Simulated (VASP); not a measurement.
Mg, 1 atom in the cell. The structure is cubic, space group Im-3m (No. 229). The conventional cell has a = 3.600 Å, b = 3.600 Å, c = 3.600 Å, α = 90.00°, β = 90.00°, γ = 90.00°. Within 4.1 Å of Mg (site symmetry m-3m) lie 14 Mg at 3.12 to 3.60 Å. This isn't the form of Mg at room conditions, which is hcp.

```yaml
Program: VASP 6.6.1
Task: relaxation of cell and atoms
Functional: PBEsol
Potentials_or_basis: VASP PAW PBE potentials, release 64 (Mg)
Cutoff: 600 eV
k_mesh: 10 × 10 × 10
Occupations: fermi-dirac, width 0.1 eV
Spin: no spin polarisation
Target_pressure: 20 GPa
Dipole_correction: no
Further_INCAR_settings: ALGO = Normal; EDIFF = 1e-07; IBRION = 2; EDIFFG = -0.01; NSW = 80; ISIF = 3
```

Potentials or basis: VASP PAW PBE potentials, release 64 (Mg).

Command:

```sh
$ cat potpaw_PBE.64/Mg/POTCAR > POTCAR
$ mpirun -np 1 vasp_std > vasp.out
```

Hardware: 1 thread of Intel(R) Xeon(R) 6975P-C (Granite Rapids) (shared host).

Question: How long does it take, and how much memory?

Answer: It took 12 s on 1 thread of Intel(R) Xeon(R) 6975P-C (Granite Rapids), with other jobs on the host, peak memory 0.17 GiB. Counts: scf iterations 34, k points 47, ion steps 6.
